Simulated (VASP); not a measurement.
Set up this calculation in VASP 6.6.1, as the native input.

- Task: single point
- Functional: PBE
- Potentials or basis: VASP PAW PBE potentials, release 64 (W_sv, C, F)
- Cutoff: 520 eV
- k mesh: 4 × 4 × 1
- Occupations: gaussian, width 0.1 eV
- Spin: no spin polarisation
- Dipole correction: no
- Further INCAR settings: LREAL = Auto; ALGO = Normal; EDIFF = 1e-06; NBANDS = 90

The structure of W8C8F lies in POSCAR:

```
W8C8F
1.0
    5.6779000000      0.0000000000      0.0000000000
   -2.8389500000      4.9172060000      0.0000000000
    0.0000000000      0.0000000000     15.1826300000
W C F
8 8 1
Direct
    0.0000000000      0.0000000000      0.0658646756
   -0.0001806955      0.0001236475      0.2571362142
    0.0000000000      0.5000000000      0.0658646756
   -0.0020628485      0.4991240961      0.2563115218
    0.5000000000      0.0000000000      0.0658646756
    0.5007446087      0.0019805963      0.2563153419
    0.5000000000      0.5000000000      0.0658646756
    0.5008105974      0.4991533810      0.2562654823
    0.3329465397      0.1664365902      0.1540673124
    0.3372774272      0.1688721197      0.3327461053
    0.3332907662      0.6667034084      0.1557243376
    0.3333639738      0.6666722932      0.3416785498
    0.8334066936      0.1664805176      0.1540914189
    0.8312349705      0.1687972804      0.3327899712
    0.8334317086      0.6669722603      0.1540642827
    0.8312356671      0.6627513673      0.3327839775
    0.3341603840      0.6665327830      0.4292550764
```

One way to write it, as run:

INCAR

```
SYSTEM = W8C8F
ALGO = Normal ; EDIFF = 1E-6
ENCUT = 520 ; GGA = PE
ISIF = 2 ; ISMEAR = 0
LASPH = .TRUE. ; LCHARG = .FALSE.
LREAL = Auto ; LWAVE = .FALSE.
NBANDS = 90 ; NELM = 60
PREC = Accurate ; SIGMA = 0.1
```

KPOINTS

```
k-points
0
G
  4 4 1
  0 0 0
```

Potentials or basis: VASP PAW PBE potentials, release 64 (W_sv, C, F).

Command:

```sh
$ cat potpaw_PBE.64/W_sv/POTCAR potpaw_PBE.64/C/POTCAR potpaw_PBE.64/F/POTCAR > POTCAR
$ mpirun -np 1 vasp_std > vasp.out
```

It gave:

| Quantity | Value |
| --- | --- |
| Largest force | 0.404 eV/Å |
| Band gap on the k mesh | zero (an odd number of electrons rules out a gap without spin polarisation) |

Caveat: there is no dipole correction, which matters where the two faces differ; spin-orbit coupling is left out, which moves the levels of the heavy elements; an odd number of electrons without spin polarisation forces a metal; a magnetic or distorted state may lie lower.

Wall time 10 min on 1 thread of Intel(R) Xeon(R) Platinum 8559C (Emerald Rapids), on a shared host, peak memory 0.61 GiB.
